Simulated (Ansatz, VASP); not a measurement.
# Sr in VASP and in Ansatz

```
CELL_PARAMETERS angstrom
3.74027 0.00000 0.00000
-1.87013 3.77170 0.00000
0.00000 0.00000 7.36002
ATOMIC_POSITIONS crystal
Sr 0.33333 0.66667 0.25000
Sr 0.66667 0.33333 0.75000
```

Change from the starting cell: strain +e along x and -e along y -0.0733, strain +e along z and -e/2 along x and y +0.0700.

Alike in both runs: task single point; functional PBEsol; k mesh 12 × 12 × 8; occupations gaussian, width 0.15 eV; no spin polarisation.

|  | VASP | Ansatz |
| --- | --- | --- |
| version | VASP 6.6.1 | Ansatz 0.2.0 |
| potentials or method | VASP PAW PBE potentials, release 64 (Sr_sv), cutoff 520 eV | scalar-relativistic, plane waves, PAW |
| valence electrons in the cell | 20 | 20 |

|  | VASP | Ansatz | Ansatz less VASP |
| --- | --- | --- | --- |
| gap on the k mesh at the Fermi level (eV) | none | none | - |
| pressure (GPa) | 0.3 | 0.3 | -0.01 |
| traceless stress, the component that is largest in VASP (GPa) | 3.33 | 3.33 | -0.006 |
| rms of the force components (eV/Å) | 0.057 | 0.057 | -0.0002 |

VASP's potentials were made for PBE, not for PBEsol. Atom by atom the forces differ by 0.000 eV/Å (rms over components). A gap of «none» marks a metal or a gap that the smearing closes. The functional is the same, so the differences come from potentials, cutoffs and numerics.
